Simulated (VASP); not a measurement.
# Cd4Se3S (P1) in VASP: relaxation of cell and atoms with PBE

Aim: the relaxation of cell and atoms of Cd4Se3S with PBE.

Everything below comes from runs of VASP 6.6.1. Logs are shortened: lines on timing, memory, paths and dates and some standing lists are left out, and cuts for length are marked.

## Step 1: The cell of the first run

The typed cell holds 8 atoms: a = 4.346 Å, b = 4.260 Å, c = 14.441 Å, α = 89.26°, β = 89.31°, γ = 117.09°.

## Step 2: Relaxation of cell and atoms, PBE

Contents of INCAR:

```
SYSTEM = Cd4Se3S
  PREC = Accurate
  ENCUT = 600
  EDIFF = 1E-6
  ISMEAR = 0
  SIGMA = 0.1
  LREAL = .FALSE.
  LASPH = .TRUE.
  NELM = 80
  ALGO = Normal
  ISIF = 3
  LWAVE = .FALSE.
  LCHARG = .FALSE.
  GGA = PE
  IBRION = 2
  NSW = 80
  EDIFFG = -0.025
```

Contents of KPOINTS:

```
Automatic mesh
0
G
  6 6 1
  0 0 0
```

Contents of POSCAR:

```
Cd4Se3S
1.0
    4.3433809289      0.1338147729      0.0257647802
   -2.0558034717      3.7311104720      0.0276382143
    0.0841274720      0.1527765436     14.4397137877
Cd Se S
4 3 1
Direct
    0.6588771613      0.3646248827      0.9961504230
    0.6705362537      0.3437230672      0.5060191396
    0.0092583899     -0.0067206833      0.2428425204
    0.0399292200      0.0360409431      0.7607150760
    0.6608873939      0.3070258171      0.1780275264
    0.6369198465      0.3287757737      0.6882423714
    0.0069860955     -0.0481122806      0.4335203947
   -0.0167276941      0.0079758134      0.9444815485
```

Potentials or basis: VASP PAW PBE potentials, release 64 (Cd, Se, S).

Started as:

```
cat potpaw_PBE.64/Cd/POTCAR potpaw_PBE.64/Se/POTCAR potpaw_PBE.64/S/POTCAR > POTCAR
mpirun -np 1 vasp_std > vasp.out
```

OUTCAR:

```text
SYSTEM = Cd4Se3S
   PREC = Accurate
   ENCUT = 600
   EDIFF = 1E-6
   ISMEAR = 0
   LREAL = .FALSE.
   LASPH = .TRUE.
   NELM = 80
   ISIF = 3
   GGA = PE
   IBRION = 2
   NSW = 80
   EDIFFG = -0.025

 ion  position               nearest neighbor table
   1  0.659  0.365  0.996-   8 2.54   8 2.61   5 2.64   8 2.74
   2  0.671  0.344  0.506-   7 2.53   6 2.63   7 2.82   7 2.87
   3  0.009  0.993  0.243-   5 2.61   5 2.67   7 2.76   5 2.79
   4  0.040  0.036  0.761-   6 2.52   8 2.66   6 2.78   6 2.93
   5  0.661  0.307  0.178-   3 2.61   1 2.64   3 2.67   3 2.79
   6  0.637  0.329  0.688-   4 2.52   2 2.63   4 2.78   4 2.93
   7  0.007  0.952  0.434-   2 2.53   3 2.76   2 2.82   2 2.87
   8  0.983  0.008  0.944-   1 2.54   1 2.61   4 2.66   1 2.74

  LATTYP: Found a triclinic cell.
 ALAT       =     4.2600794757
 B/A-ratio  =     1.7232044077
 C/A-ratio  =     3.3897881744
 COS(alpha) =     0.0003611662
 COS(beta)  =     0.0129418051
 COS(gamma) =     0.8498469121

  Lattice vectors:

 A1 = (  -2.0558034717,   3.7311104720,   0.0276382143)
 A2 = (  -6.3991844006,   3.5972956991,   0.0018734341)
 A3 = (   0.0841274720,   0.1527765436,  14.4397137877)

Analysis of symmetry for initial positions (statically):
=====================================================================
 Subroutine PRICEL returns:
 Original cell was already a primitive cell.

 Routine SETGRP: Setting up the symmetry group for a
 triclinic supercell.

 Subroutine GETGRP returns: Found  1 space group operations
 (whereof  1 operations were pure point group operations)
 out of a pool of  2 trial point group operations.

The static configuration has the point symmetry C_1 .

Analysis of symmetry for dynamics (positions and initial velocities):
=====================================================================
 Subroutine PRICEL returns:
 Original cell was already a primitive cell.

 Routine SETGRP: Setting up the symmetry group for a
 triclinic supercell.

 Subroutine GETGRP returns: Found  1 space group operations
 (whereof  1 operations were pure point group operations)
 out of a pool of  2 trial point group operations.

The dynamic configuration has the point symmetry C_1 .

 Subroutine INISYM returns: Found  1 space group operations
 (whereof  1 operations are pure point group operations),
 and found     1 'primitive' translations

----------------------------------------------------------------------------------------

                                     Primitive cell

  volume of cell :     237.9428

  direct lattice vectors                    reciprocal lattice vectors
     4.343380929  0.133814773  0.025764780     0.226407095  0.124767529 -0.002639153
    -2.055803472  3.731110472  0.027638214    -0.008104093  0.263571758 -0.002741454
     0.084127472  0.152776544 14.439713788    -0.000388467 -0.000727110  0.069263407

  length of vectors
     4.345518164  4.260079476 14.440767029     0.258522869  0.263710568  0.069268312

  position of ions in fractional coordinates (direct lattice)
     0.658877161  0.364624883  0.996150423
     0.670536254  0.343723067  0.506019140
     0.009258390  0.993279317  0.242842520
     0.039929220  0.036040943  0.760715076
     0.660887394  0.307025817  0.178027526
     0.636919846  0.328775774  0.688242371
     0.006986095  0.951887719  0.433520395
     0.983272306  0.007975813  0.944481549

  ion indices of the primitive-cell ions
   primitive index   ion index
                 1           1
                 2           2
                 3           3
                 4           4
                 5           5
                 6           6
                 7           7
                 8           8

----------------------------------------------------------------------------------------

 KPOINTS: Automatic mesh

Automatic generation of k-mesh.
 Grid dimensions read from file:
 generate k-points for:    6    6    1

 Generating k-lattice:

  Cartesian coordinates                     Fractional coordinates (reciprocal lattice)
     0.037734516  0.020794588 -0.000439859     0.166666667 -0.000000000 -0.000000000
    -0.001350682  0.043928626 -0.000456909    -0.000000000  0.166666667  0.000000000
    -0.000388467 -0.000727110  0.069263407    -0.000000000  0.000000000  1.000000000

  Length of vectors
     0.043087145  0.043951761  0.069268312

  Shift w.r.t. Gamma in fractional coordinates (k-lattice)
     0.000000000  0.000000000  0.000000000

 Subroutine IBZKPT returns following result:
 ===========================================

 Found     20 irreducible k-points:

 Following reciprocal coordinates:
            Coordinates               Weight
  0.000000  0.000000  0.000000      1.000000
  0.166667  0.000000 -0.000000      2.000000
  0.333333 -0.000000 -0.000000      2.000000
  0.500000 -0.000000 -0.000000      1.000000
  0.000000  0.166667 -0.000000      2.000000
  0.166667  0.166667 -0.000000      2.000000
[... 12 lines left out ...]
  0.333333  0.500000  0.000000      2.000000
  0.500000  0.500000 -0.000000      1.000000
   k-points           NKPTS =     20   k-points in BZ     NKDIM =     20   number of bands    NBANDS=     43
   number of dos      NEDOS =    301   number of ions     NIONS =      8
   total plane-waves  NPLWV = 155520
   dimension x,y,z NGX =    36 NGY =   36 NGZ =  120
   dimension x,y,z NGXF=    72 NGYF=   72 NGZF=  240
   ions per type =               4   3   1
   NGX,Y,Z   is equivalent  to a cutoff of  13.77, 14.05, 13.81 a.u.
   NGXF,Y,Z  is equivalent  to a cutoff of  27.54, 28.10, 27.63 a.u.
 SYSTEM =  Cd4Se3S
   PREC   = accura    normal or accurate (medium, high low for compatibility)
   ISTART =      0    job   : 0-new  1-cont  2-samecut
   ICHARG =      2    charge: 1-file 2-atom 10-const
   ISPIN  =      1    spin polarized calculation?
   LNONCOLLINEAR =      F non collinear calculations
   LSORBIT =      F    spin-orbit coupling
   LASPH  =      T    aspherical Exc in radial PAW
   ENCUT  =  600.0 eV  44.10 Ry    6.64 a.u.   8.68  8.51 28.84*2*pi/ulx,y,z
   NELM   =     80;   NELMIN=  2; NELMDL= -5     # of ELM steps
   EDIFF  = 0.1E-05   stopping-criterion for ELM
   LREAL  =      F    real-space projection
   EDIFFG = -.3E-01   stopping-criterion for IOM
   NSW    =     80    number of steps for IOM
   IBRION =      2    ionic relax: 0-MD 1-quasi-New 2-CG
   NFREE  =      1    steps in history (QN), initial steepest desc. (CG)
   ISIF   =      3    stress and relaxation
   ISYM   =      2    0-nonsym 1-usesym 2-fastsym
   POTIM  = 0.5000    time-step for ionic-motion
   TEBEG  =    0.0;   TEEND  =   0.0 temperature during run
   PSTRESS=    0.0 pullay stress
   NELECT =      72.0000    total number of electrons
   NUPDOWN=      -1.0000    fix difference up-down
   EMIN   =  10.00;   EMAX   =-10.00  energy-range for DOS
   EFERMI =   0.00;   METHOD = LEGACY
   ISMEAR =     0;   SIGMA  =   0.10  broadening in eV -4-tet -1-fermi 0-gaus
   EFERMI_NEDOS =   21; number of points for ismear=-14 and -15
   IALGO  =     38    algorithm
   IMIX   =      4    mixing-type and parameters
     AMIX     =   0.40;   BMIX     =  1.00
     AMIX_MAG =   1.60;   BMIX_MAG =  1.00
  volume/ion in A,a.u.               =      29.74       200.71
  Fermi-wavevector in a.u.,A,eV,Ry     =   1.099077  2.076954 16.435433  1.207970
  Thomas-Fermi vector in A             =   2.235465
   LORBIT       =      0    0 simple, 1 ext, 2 COOP (PROOUT), +10 PAW based schemes
   GGA     = PE    functional components
   LHFCALC =     F    Hartree Fock is set to
   AEXX    =    0.0000 exact exchange contribution
   IVDW    =     0    specifies the selected vdW correction
   LEPSILON=     F    determine dielectric tensor
   LRPA    =     F    only Hartree local field effects (RPA)
 conjugate gradient relaxation of ions
 non-spin polarized calculation
 Gauss-broadening in eV      SIGMA  =   0.10
  energy-cutoff  :      600.00
  volume of cell :      237.94
 maximum number of plane-waves:      7984
   NGX = 17   NGY = 17   NGZ = 57

--------------------------------------- Ionic step        1  -------------------------------------------

 number of electron      72.0000003 magnetization

 Free energy of the ion-electron system (eV)
  ---------------------------------------------------
  ext. energy  EPLUGINS =         0.00000000
  ---------------------------------------------------
  free energy    TOTEN  =       -22.15109129 eV

  energy without entropy =      -22.15035373  energy(sigma->0) =      -22.15072251

------------------------ aborting loop because EDIFF is reached ----------------------------------------

  FORCE on cell =-STRESS in cart. coord.  units (eV):
  Direction    XX          YY          ZZ          XY          YZ          ZX
  --------------------------------------------------------------------------------------
  -------------------------------------------------------------------------------------
  Total       -0.7944411     -0.6821337     -1.4532634     -0.7228186     -2.1958460     -0.9014347
  in kB       -5.3493331     -4.5931168     -9.7854838     -4.8670667    -14.7856299     -6.0697696
  external PRESSURE =      -6.5759779 kB  Pullay stress =       0.0000000 kB
[... 107 lines left out ...]
  FREE ENERGIE OF THE ION-ELECTRON SYSTEM (eV)
  ---------------------------------------------------
  free  energy   TOTEN  =       -22.5001008134 eV

  energy  without entropy=      -22.5000524227  energy(sigma->0) =      -22.50007662

[... ionic steps 4 to 22 ...]

--------------------------------------- Ionic step       23  -------------------------------------------

 number of electron      71.9999999 magnetization

------------------------ aborting loop because EDIFF is reached ----------------------------------------

  FORCE on cell =-STRESS in cart. coord.  units (eV):
  Direction    XX          YY          ZZ          XY          YZ          ZX
  --------------------------------------------------------------------------------------
  -------------------------------------------------------------------------------------
  Total        0.0713011      0.0301546      0.0119050     -0.0132500      0.0597950      0.0167354
  in kB        0.4940755      0.2089541      0.0824945     -0.0918152      0.4143447      0.1159667
  external PRESSURE =       0.2618414 kB  Pullay stress =       0.0000000 kB
[... 69 lines left out ...]
  energy  without entropy=      -22.5857840418  energy(sigma->0) =      -22.58578445

--------------------------------------- Ionic step       25  -------------------------------------------

 number of electron      72.0000001 magnetization

 Free energy of the ion-electron system (eV)
  ---------------------------------------------------
  ext. energy  EPLUGINS =         0.00000000
  ---------------------------------------------------
  free energy    TOTEN  =       -22.58619815 eV

  energy without entropy =      -22.58619721  energy(sigma->0) =      -22.58619768

 E-fermi :   0.9430     XC(G=0):  -8.6783

 val. band max:        0.6488195215   @ k =   0.0000   0.0000   0.0000
 cond. band min:       1.2282054806   @ k =   0.0000   0.0000   0.0000
 fundamental gap:      0.5793859592
 Fermi energy:         0.9429536459

 k-point     1 :       0.0000    0.0000    0.0000
  band No.  band energies     occupation
      1     -11.6520      2.00000
      2     -11.4929      2.00000
      3     -11.4610      2.00000
      4     -11.2908      2.00000
      5      -7.1585      2.00000
      6      -7.1576      2.00000
[... 944 lines left out ...]
  FREE ENERGIE OF THE ION-ELECTRON SYSTEM (eV)
  ---------------------------------------------------
  free  energy   TOTEN  =       -22.5861981477 eV

  energy  without entropy=      -22.5861972146  energy(sigma->0) =      -22.58619768

 reached required accuracy - stopping structural energy minimisation
```

Wall time 37 min (1 thread of AMD EPYC 9R45 (Zen 5), shared host); peak memory 0.54 GiB.

What came out:

| Item | Value |
| --- | --- |
| Free energy | -22.5862 eV |
| Relaxed volume | 28.93 Å³/atom |
| Relaxed cell | a = 4.342 Å, b = 4.340 Å, c = 14.169 Å, α = 90.01°, β = 89.96°, γ = 119.92° |
| Space group after relaxing (to 0.1 Å) | P3m1 (No. 156) |
| Energy gained by relaxing | 54.4 meV/atom |
| Ionic steps | 25 |
| Pressure after relaxing | 0.0 GPa |
| Largest force after relaxing | 0.015 eV/Å |
| Band gap on the k mesh | 0.58 eV |

Forces in eV/Å, atoms in the order of the input:
```
Cd  -0.005 -0.001  0.000
Cd  -0.001 -0.002  0.014
Cd  -0.004  0.006 -0.008
Cd  -0.002 -0.010  0.011
Se   0.006 -0.006  0.001
Se   0.008  0.006 -0.009
Se  -0.002  0.004 -0.011
S    0.000  0.003  0.000
```

Step by step:
| step | energy change (eV) | largest force (eV/Å) | pressure (GPa) | volume (Å³) |
| --- | --- | --- | --- | --- |
| 1 | 0.0000 | 1.1308 | -0.66 | 237.94 |
| 2 | -0.2766 | 0.6149 | -0.45 | 233.71 |
| 3 | -0.3490 | 0.4041 | 0.21 | 229.92 |
| 4 | -0.3493 | 0.4003 | 0.17 | 230.12 |
| 5 | -0.3861 | 0.2681 | 0.04 | 230.76 |
| 6 | -0.3933 | 0.2066 | -0.01 | 231.18 |
| 7 | -0.4116 | 0.1411 | -0.04 | 231.34 |
| 8 | -0.4177 | 0.1532 | -0.04 | 231.47 |
| 9 | -0.4255 | 0.0859 | 0.02 | 231.13 |
| 10 | -0.4272 | 0.0737 | 0.07 | 230.87 |
| 11 | -0.4284 | 0.0455 | -0.07 | 231.57 |
| 12 | -0.4284 | 0.0421 | -0.09 | 231.68 |
| 13 | -0.4292 | 0.0433 | 0.04 | 231.07 |
| 14 | -0.4292 | 0.0502 | 0.07 | 230.92 |
| 15 | -0.4300 | 0.0586 | 0.03 | 231.15 |
| 16 | -0.4305 | 0.0753 | -0.05 | 231.57 |
| 17 | -0.4310 | 0.0673 | -0.04 | 231.52 |
| 18 | -0.4322 | 0.0469 | -0.01 | 231.37 |
| 19 | -0.4323 | 0.0584 | 0.05 | 231.07 |
| 20 | -0.4326 | 0.0399 | 0.02 | 231.21 |
| 21 | -0.4333 | 0.0351 | -0.01 | 231.35 |
| 22 | -0.4337 | 0.0431 | -0.05 | 231.58 |
| 23 | -0.4345 | 0.0290 | 0.03 | 231.21 |
| 24 | -0.4347 | 0.0310 | 0.10 | 230.87 |
| 25 | -0.4351 | 0.0147 | -0.01 | 231.41 |

Final structure:
```yaml
crystal:
  lattice:
    - [4.34187, 0.00394, 0.00009]
    - [-2.16773, 3.75955, 0.00003]
    - [0.00990, 0.00317, 14.16891]
  atoms:
    - { symbol: Cd, position: [0.66787, 0.33334, 0.99215] }
    - { symbol: Cd, position: [0.66710, 0.33235, 0.50227] }
    - { symbol: Cd, position: [0.99953, 0.99933, 0.24753] }
    - { symbol: Cd, position: [0.99904, 0.00177, 0.75732] }
    - { symbol: Se, position: [0.66597, 0.33320, 0.18222] }
    - { symbol: Se, position: [0.66506, 0.33462, 0.69207] }
    - { symbol: Se, position: [0.00086, 0.99887, 0.43728] }
    - { symbol: S, position: [0.00124, 0.99986, 0.93916] }
```

Caveat: the k points lie up to 0.44 Å⁻¹ apart in the final cell.
